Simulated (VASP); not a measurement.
ZnSn4N:

```xyz
6
Lattice="3.3246 0.0000 0.0000 -1.6623 2.8791 0.0000 0.0000 0.0000 13.2644" Properties=species:S:1:pos:R:3 pbc="T T T"
Zn    1.6623    0.9597    0.0000
Sn    0.0000    1.9194    8.3030
Sn    0.0000    0.0000   11.6477
Sn    0.0000    0.0000    1.6167
Sn    0.0000    1.9194    4.9614
N     1.6623    0.9597    6.6322
```

The cell was generated, and may not be a known phase.

```yaml
Program: VASP 6.6.1
Task: relaxation of cell and atoms
Functional: PBE
Potentials_or_basis: VASP PAW PBE potentials, release 64 (Zn, Sn_d, N)
Cutoff: 600 eV
k_mesh: 6 × 6 × 2
Occupations: gaussian, width 0.1 eV
Spin: no spin polarisation
```

At the start: pressure 9.6 GPa; volume 21.16 Å³/atom.

Task: How do energy, volume and symmetry change on relaxing?

Result: Over 29 steps the energy falls by 315.7 meV/atom and the volume is 22.44 Å³/atom (+6.1 %); space group P-6m2 (No. 187, to 0.1 Å) before and after.

Step by step:
```tsv
step	energy change (eV)	largest force (eV/Å)	pressure (GPa)	volume (Å³)
1	0.0000	3.2790	9.58	126.97
2	-1.0992	1.3288	-3.95	151.61
3	-1.1081	1.3436	-3.07	148.85
4	-1.4260	0.8202	-1.05	143.44
5	-1.4634	0.7827	0.39	140.81
6	-1.5539	0.5226	-0.22	140.12
7	-1.6193	0.5188	-0.82	139.06
8	-1.6301	0.4959	-0.98	138.60
9	-1.6557	0.3773	-1.20	137.68
10	-1.7069	0.1648	-1.06	135.79
11	-1.7294	0.4309	1.87	128.22
12	-1.7462	0.2511	0.59	131.14
13	-1.8079	0.5525	0.01	132.43
14	-1.7076	0.9785	-0.50	135.55
15	-1.8406	0.6312	-0.30	133.39
16	-1.8652	0.3580	0.04	133.50
17	-1.8732	0.1933	0.43	133.57
18	-1.8734	0.1896	0.45	133.59
19	-1.8814	0.1670	0.22	134.43
20	-1.8840	0.1452	-0.04	135.27
21	-1.8864	0.1306	-0.15	135.38
22	-1.8898	0.0939	-0.38	135.68
23	-1.8917	0.0749	-0.16	135.26
24	-1.8928	0.0561	0.03	134.88
25	-1.8927	0.0375	0.42	134.12
26	-1.8931	0.0417	0.17	134.56
27	-1.8931	0.0366	0.23	134.52
28	-1.8936	0.0235	0.20	134.58
29	-1.8941	0.0200	0.18	134.66
```

Final structure:
```
CELL_PARAMETERS angstrom
3.25979 0.00000 0.00000
-1.62990 2.82306 0.00000
0.00000 0.00000 14.63315
ATOMIC_POSITIONS crystal
Zn 0.66667 0.33333 0.00000
Sn 0.33333 0.66667 0.60586
Sn 0.00000 0.00000 0.83217
Sn 0.00000 0.00000 0.16783
Sn 0.33333 0.66667 0.39414
N 0.66667 0.33333 0.50000
```

Caveat: the k points lie up to 0.37 Å⁻¹ apart in the final cell, too coarse for converged energies and pressures of a metal.
